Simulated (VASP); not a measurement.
A run of VASP 6.6.1 is set up as follows.

File INCAR:

```
SYSTEM = WS2
ALGO = Normal
EDIFF = 1E-7
ENCUT = 520
GGA = CA
ISIF = 2
ISMEAR = 0
LASPH = .TRUE.
LCHARG = .FALSE.
LREAL = .FALSE.
LWAVE = .FALSE.
NBANDS = 35
NELM = 100
PREC = Accurate
SIGMA = 0.01
```

Contents of KPOINTS:

```
k-points
0
G
  6 6 2
  0 0 0
```

File POSCAR:

```
WS2
1.0
    3.1111892900      0.0000000000      0.0000000000
   -1.5555946450      2.6943689611      0.0000000000
    0.0000000000      0.0000000000     12.1768313762
W S
2 4
Direct
    0.3333333333      0.6666666667      0.2500000000
    0.6666666667      0.3333333333      0.7500000000
    0.3333333333      0.6666666667      0.6212328746
    0.6666666667      0.3333333333      0.1212328746
    0.3333333333      0.6666666667      0.8787671254
    0.6666666667      0.3333333333      0.3787671254
```

Potentials or basis: VASP PAW LDA potentials, release 64 (W_sv, S).

The run is started by

```console
$ cat potpaw_LDA.64/W_sv/POTCAR potpaw_LDA.64/S/POTCAR > POTCAR
$ mpirun -np 1 vasp_std > vasp.out
```

Problem. What does it give for the largest force?

Solution. 0.048 eV/Å.

Problem. Predict the band gap on the k mesh.

Solution. 0.86 eV, indirect (least direct gap 1.96 eV).

Problem. Predict the pressure.

Solution. 1.5 GPa.

Stress tensor (GPa, compression positive):
```
2.02 0.00 0.00
0.00 2.02 0.00
0.00 0.00 0.42
```

Caveat: the cell differs from its parent crystal (in-plane strain -0.005, then relaxed in part); spin-orbit coupling is left out, which moves the levels of the heavy elements. A k mesh can miss the band edges.
